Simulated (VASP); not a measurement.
The system is AlN.

```
Al N
1.0
     1.58616   -2.70676    0.03614
     1.62157    2.72720   -0.00851
     0.04336   -0.04045    5.21172
Al N
2 2
Direct
  0.32282 0.65974 0.00287
  0.67321 0.33461 0.49478
  0.33477 0.66928 0.37221
  0.67280 0.33984 0.87558
```

| Property | Result |
| --- | --- |
| Program | VASP 6.6.1 |
| Task | relaxation of cell and atoms |
| Functional | PBE |
| Potentials or basis | VASP PAW PBE potentials, release 64 (Al, N) |
| Cutoff | 600 eV |
| k mesh | 4 × 4 × 3 |
| Occupations | gaussian, width 0.01 eV |
| Spin | no spin polarisation |

At the start: pressure -10.9 GPa; volume 11.35 Å³/atom.

**Question.** How do energy, volume and symmetry change on relaxing?

**Answer.** Over 13 steps the energy falls by 43.6 meV/atom and the volume is 10.62 Å³/atom (-6.5 %); space group P6_3mc (No. 186, to 0.05 Å).

The path:
```
step  energy change (eV)  largest force (eV/Å)  pressure (GPa)  volume (Å³)
   1              0.0000                0.8631          -10.94        45.41
   2             -0.1016                0.3791           10.46        40.49
   3             -0.1580                0.3846            1.40        42.22
   4             -0.1711                0.1572           -0.10        42.52
   5             -0.1711                0.1736           -0.20        42.54
   6             -0.1740                0.0510           -0.24        42.53
   7             -0.1740                0.0511           -0.24        42.53
   8             -0.1741                0.0236            0.18        42.44
   9             -0.1742                0.0159            0.07        42.46
  10             -0.1742                0.0155            0.00        42.48
  11             -0.1742                0.0203           -0.08        42.49
  12             -0.1742                0.0124           -0.05        42.49
  13             -0.1742                0.0072           -0.02        42.48
```

Final structure:
```
Al N
1.0
     1.56457   -2.71072    0.00044
     1.56509    2.71080    0.00009
     0.00014    0.00037    5.00734
Al N
2 2
Cartesian
  1.5672 0.9042 4.9837
  1.5682 -0.9036 2.4803
  1.5683 0.9032 1.8901
  1.5670 -0.9030 4.3942
```

Caveat: the k points lie up to 0.58 Å⁻¹ apart in the final cell.
